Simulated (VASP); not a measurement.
# Si16Ge (a cell with a defect) in VASP: a series of runs, part 2 of 2

VASP 6.6.1. The steps go on from the part before.

## 3. Single point, LDA

Contents of INCAR:

```
SYSTEM = Si16Ge
ALGO = Normal ; EDIFF = 1E-6
ENCUT = 520 ; GGA = CA
ISIF = 2 ; ISMEAR = -1
LASPH = .True. ; LCHARG = .False.
LREAL = Auto ; LWAVE = .False.
NBANDS = 53 ; NELM = 60
PREC = Accurate ; SIGMA = 0.05
```

Contents of KPOINTS:

```
k-points
0
Gamma
  2 2 2
  0 0 0
```

Contents of POSCAR:

```
Si16Ge
1.0
    0.0000000000      5.4300000000      5.4300000000
    5.4300000000      0.0000000000      5.4300000000
    5.4300000000      5.4300000000      0.0000000000
Si Ge
16 1
Direct
    0.0181637201      0.0180250460     -0.0541602210
    0.1137154696      0.1135585635      0.1185788214
   -0.0014604972     -0.0016015654      0.4900087477
    0.1436075506      0.1434666667      0.5695167587
   -0.0291994475      0.5117637201      0.0057333333
    0.1137162983      0.6542037753      0.1185877532
   -0.0014640884      0.5131104972      0.4900171271
    0.1120471455      0.6268740331      0.6342668508
    0.5119152855     -0.0293679558      0.0057467772
    0.6543462247      0.1135607735      0.1185996317
    0.5132508287     -0.0016101289      0.4900278085
    0.6270151013      0.1118959484      0.6342821363
    0.5119172192      0.5117693370      0.0057564457
    0.6071248619      0.6069523020      0.1790484346
    0.4816242173      0.4814748619      0.5554903315
    0.6270115101      0.6268652855      0.6342927256
    0.3129987109      0.3128445672      1.0613771639
```

Potentials or basis: VASP PAW LDA potentials, release 64 (Si, Ge_d).

Started as:

```bash
$ cat potpaw_LDA.64/Si/POTCAR potpaw_LDA.64/Ge_d/POTCAR > POTCAR
$ mpirun -np 1 vasp_std > vasp.out
```

OUTCAR:

```text
SYSTEM = Si16Ge
   EDIFF = 1E-6
   ENCUT = 520
   GGA = CA
   ISIF = 2
   ISMEAR = -1
   LASPH = .True.
   LREAL = Auto
   NELM = 60
   PREC = Accurate

 ion  position               nearest neighbor table
   1  0.018  0.018  0.946-  10 2.31   6 2.31   2 2.31   4 2.36
   2  0.114  0.114  0.119-   1 2.31   3 2.33  17 2.42   9 2.50   5 2.50
   3  0.999  0.998  0.490-   2 2.33   8 2.33  12 2.33   4 2.34
   4  0.144  0.143  0.570-   3 2.34   7 2.34  11 2.34   1 2.36
   5  0.971  0.512  0.006-  14 2.31   8 2.33  17 2.42   2 2.50   6 2.50
   6  0.114  0.654  0.119-   1 2.31   7 2.33  17 2.42  13 2.50   5 2.50
   7  0.999  0.513  0.490-   6 2.33   8 2.33  16 2.33   4 2.34
[... 654 lines left out ...]
  in kB       23.3377042     23.3414414     23.3419722     -7.4393787      7.4341142      7.4330487
  external PRESSURE =      23.3403726 kB  Pullay stress =       0.0000000 kB

 VOLUME and BASIS-vectors are now :
 -----------------------------------------------------------------------------
  energy-cutoff  :      520.00
  volume of cell :      320.21
      direct lattice vectors                 reciprocal lattice vectors
     0.000000000  5.430000000  5.430000000    -0.092081031  0.092081031  0.092081031
     5.430000000  0.000000000  5.430000000     0.092081031 -0.092081031  0.092081031
     5.430000000  5.430000000  0.000000000     0.092081031  0.092081031 -0.092081031

 POSITION                                       TOTAL-FORCE (eV/Angst)
 -----------------------------------------------------------------------------------
      5.23379      5.23454      0.19650        -0.019583     -0.018642      0.019711
      1.26051      1.26136      1.23410        -0.012275     -0.012381      0.004265
      8.08205      8.08282     10.84337        -0.006001     -0.006056     -0.005273
      3.87150      3.87226      1.55881        -0.016521     -0.016689      0.016886
      2.81001      5.30258      8.05032         0.011453      0.003956     -0.010908
      4.19626      1.26141      4.16981        -0.004242     -0.012605      0.012485
[... 9 lines left out ...]
      6.84809      6.84888      6.80855         0.007678      0.007189      0.004078
      2.03202      2.03286      3.39833        -0.001263     -0.001121      0.001332
 -----------------------------------------------------------------------------------
    total drift:                                0.004714      0.004485     -0.005535

  FREE ENERGIE OF THE ION-ELECTRON SYSTEM (eV)
  ---------------------------------------------------
  free  energy   TOTEN  =       -96.1741489505 eV

  energy  without entropy=      -96.1442174086  energy(sigma->0) =      -96.15918318
```

OSZICAR:

```text
N       E                     dE             d eps       ncg     rms          rms(c)
DAV:   1     0.382504636699E+03    0.38250E+03   -0.30010E+04  1071   0.159E+03
DAV:   2    -0.350818579533E+02   -0.41759E+03   -0.38779E+03   964   0.388E+02
DAV:   3    -0.947060775424E+02   -0.59624E+02   -0.57120E+02  1021   0.101E+02
DAV:   4    -0.981937196461E+02   -0.34876E+01   -0.34452E+01  1072   0.292E+01
DAV:   5    -0.983084820336E+02   -0.11476E+00   -0.11453E+00  1064   0.493E+00    0.147E+01
DAV:   6    -0.968098574617E+02    0.14986E+01   -0.95398E-01  1016   0.292E+00    0.878E+00
DAV:   7    -0.961723293666E+02    0.63753E+00   -0.14845E+00   968   0.362E+00    0.776E-01
DAV:   8    -0.961755835137E+02   -0.32541E-02   -0.98074E-02  1080   0.136E+00    0.428E-01
DAV:   9    -0.961740844998E+02    0.14990E-02   -0.54249E-03  1104   0.348E-01    0.197E-01
DAV:  10    -0.961741378774E+02   -0.53378E-04   -0.60547E-04  1112   0.101E-01    0.847E-02
DAV:  11    -0.961741503291E+02   -0.12452E-04   -0.10954E-04  1008   0.422E-02    0.154E-02
DAV:  12    -0.961741489737E+02    0.13554E-05   -0.12115E-05  1120   0.209E-02    0.721E-03
DAV:  13    -0.961741489505E+02    0.23163E-07   -0.11289E-06   656   0.433E-03
   1 F= -.96174149E+02 E0= -.96159183E+02  d E =-.299315E-01
```

stdout:

```text
POSCAR found type information on POSCAR SiGe
 POSCAR found :  2 types and      17 ions
 scaLAPACK will be used
 LDA part: xc-table for (Slater(with rela. corr.)+CA(PZ))
 , standard interpolation
 POSCAR, INCAR and KPOINTS ok, starting setup
 FFT: planning ... GRIDC
 FFT: planning ... GRID_SOFT
 FFT: planning ... GRID
 WAVECAR not read
 entering main loop
```

Wall time 5.8 min (1 thread of Intel Xeon 8259CL, shared host); peak memory 0.4 GiB.

What came out:

- Free energy: -96.1741 eV
- Pressure: 2.3 GPa
- Largest force: 0.034 eV/Å

Forces in eV/Å, atoms in the order of the input:
```
Si  -0.020 -0.019  0.020
Si  -0.012 -0.012  0.004
Si  -0.006 -0.006 -0.005
Si  -0.017 -0.017  0.017
Si   0.011  0.004 -0.011
Si  -0.004 -0.013  0.012
Si   0.005 -0.006  0.006
Si   0.008 -0.004 -0.008
Si   0.004  0.011 -0.011
Si  -0.013 -0.004  0.013
Si  -0.006  0.005  0.006
Si  -0.004  0.008 -0.008
Si   0.011  0.011 -0.004
Si   0.020  0.020 -0.020
Si   0.016  0.016 -0.016
Si   0.008  0.007  0.004
Ge  -0.001 -0.001  0.001
```

Levels at points of the mesh, in eV from the Fermi level:
```csv
k point,band 37,band 38,band 39,band 40,band 41,band 42
"(0.00, 0.00, 0.00)",-0.43,-0.42,-0.42,0.04,0.04,0.29
"(0.50, 0.00, 0.00)",-1.20,-0.74,-0.34,0.34,0.81,0.96
"(0.00, 0.50, 0.00)",-1.20,-0.74,-0.34,0.34,0.81,0.96
"(0.00, 0.00, 0.50)",-1.12,-1.12,0.01,0.59,0.59,1.26
"(0.50, 0.50, 0.50)",-1.20,-0.74,-0.34,0.34,0.81,0.96
"(0.50, 0.50, 0.00)",-1.59,-0.46,-0.18,0.60,1.40,1.54
"(0.00, 0.50, 0.50)",-1.59,-0.46,-0.18,0.60,1.40,1.54
"(0.50, 0.00, 0.50)",-1.59,-0.46,-0.18,0.60,1.40,1.54
```

Caveat: the k points lie up to 0.50 Å⁻¹ apart.
